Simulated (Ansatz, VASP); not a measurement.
**TiO2 in VASP and in Ansatz**

```
Ti O
1.0
    -1.94045    1.94045    4.49870
     1.94045   -1.94045    4.49870
     1.94045    1.94045   -4.49870
Ti O
2 4
Direct
  0.00000 0.00000 0.00000
  0.75000 0.25000 0.50000
  0.20523 0.20523 0.00000
  0.95523 0.45523 0.50000
  0.54477 0.04477 0.50000
  0.79477 0.79477 0.00000
```

Alike in both runs: task single point; functional PBE; k mesh 8 × 8 × 8; occupations gaussian, width 0.05 eV; no spin polarisation; Hubbard terms Ti d U = 4.0 eV.

|  | VASP | Ansatz |
| --- | --- | --- |
| version | VASP 6.6.1 | Ansatz 0.2.0 |
| potentials or method | VASP PAW PBE potentials, release 64 (Ti_sv, O), cutoff 520 eV | scalar-relativistic, plane waves, PAW |
| valence electrons in the cell | 48 | 48 |

Ansatz gave:

| Property | Result |
| --- | --- |
| gap on the k mesh at the Fermi level (eV) | 2.88 |
| least direct gap on the mesh (eV) | 3.13 |
| pressure (GPa) | 16.3 |
| traceless stress, the component that is largest in VASP (GPa) | 24.22 |
| rms of the force components (eV/Å) | 1.025 |

Question: Estimate VASP's values.

Answer: gap on the k mesh at the Fermi level (eV): 2.84; least direct gap on the mesh (eV): 3.10; pressure (GPa): 21.2; traceless stress, the component that is largest in VASP (GPa): 25.99; rms of the force components (eV/Å): 1.185.

The programs project onto different local orbitals, so the same U acts differently, and such runs can settle in different states. Atom by atom the forces differ by 0.160 eV/Å (rms over components).
